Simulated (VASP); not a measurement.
Na4TiO3, 8 atoms in the cell. The structure is tetragonal, space group P4/mmm (No. 123). Conventional cell: a = 4.120 Å, b = 4.120 Å, c = 7.527 Å, α = 90.00°, β = 90.00°, γ = 90.00°. Within 2.7 Å of Na (site symmetry mmm) lie 2 O at 2.06 Å. Within 3.3 Å of Na (site symmetry 4mm) lie 5 O at 2.37 to 2.49 Å and 5 Na at 2.79 to 3.14 Å and 4 Ti at 3.23 Å. Within 2.7 Å of Ti (site symmetry 4/mmm) lie 4 O at 2.06 Å. O (site symmetry mmm) has 2 Ti at 2.06 Å and 4 Na at 2.49 Å within 2.7 Å. Within 2.7 Å of O (site symmetry 4/mmm) lie 6 Na at 2.06 to 2.37 Å. 

- Program: VASP 6.6.1
- Task: single point
- Functional: PBE
- Potentials or basis: VASP PAW PBE potentials, release 64 (Na_pv, Ti_sv, O)
- Cutoff: 520 eV
- k mesh: 8 × 8 × 4
- Occupations: gaussian, width 0.1 eV
- Spin: no spin polarisation
- Dipole correction: no
- Further INCAR settings: ALGO = Normal; EDIFF = 1e-06; NBANDS = 39

Potentials or basis: VASP PAW PBE potentials, release 64 (Na_pv, Ti_sv, O).

Launch:

```sh
$ cat potpaw_PBE.64/Na_pv/POTCAR potpaw_PBE.64/Ti_sv/POTCAR potpaw_PBE.64/O/POTCAR > POTCAR
$ mpirun -np 1 vasp_std > vasp.out
```

Hardware: 1 thread of AMD EPYC 7R43 64-Core Processor (Zen 3), on a shared host.

Task: How long does it take, and how much memory?

Result: It took 5.2 min on 1 thread of AMD EPYC 7R43 64-Core Processor (Zen 3), with other jobs on the host, peak memory 0.3 GiB. Counts: scf iterations 18, k points 45.
